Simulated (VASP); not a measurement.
Here is a VASP 6.6.1 calculation.

File INCAR:

```
PREC     = Accurate       # precision mode
ENCUT    = 520            # plane-wave cutoff, eV
EDIFF    = 1E-6           # SCF threshold, eV
ISMEAR   = 0              # smearing method
SIGMA    = 0.1            # smearing width, eV
LREAL    = F              # projectors in reciprocal space
LASPH    = T              # aspherical terms in the spheres
NELM     = 80             # most SCF steps
ALGO     = Normal         # electronic algorithm
ISIF     = 2              # what is computed and relaxed
LWAVE    = F              # write WAVECAR
LCHARG   = F              # write CHGCAR
LDIPOL   = T            
IDIPOL   = 3            
DIPOL    = 0.5 0.5 0.344
GGA      = PE             # functional
NBANDS   = 31             # bands
```

The input KPOINTS:

```
regular mesh
0
Gamma
  9 9 1
```

POSCAR

```
W3C
1.0
    2.8545944806      0.0000000000      0.0000000000
   -1.4272972403      2.4721513377      0.0000000000
    0.0000000000      0.0000000000     21.6971108210
W C
3 1
Direct
    0.6666666667      0.3333333333      0.1843563428
    0.3333333333      0.6666666667      0.2926027619
    0.0000000000      0.0000000000      0.4008418859
    0.7777777778     -0.7777777778      0.4980898568
```

Potentials or basis: VASP PAW PBE potentials, release 64 (W_sv, C).

Command:

```bash
$ cat potpaw_PBE.64/W_sv/POTCAR potpaw_PBE.64/C/POTCAR > POTCAR
$ mpirun -np 1 vasp_std > vasp.out
```

(1) Predict the largest force.

(2) Predict the band gap on the k mesh.

## Answers

(1) 3.341 eV/Å.

(2) zero (bands 23 and 24 overlap by 0.97 eV).

Caveat: spin-orbit coupling is left out, which moves the levels of the heavy elements.
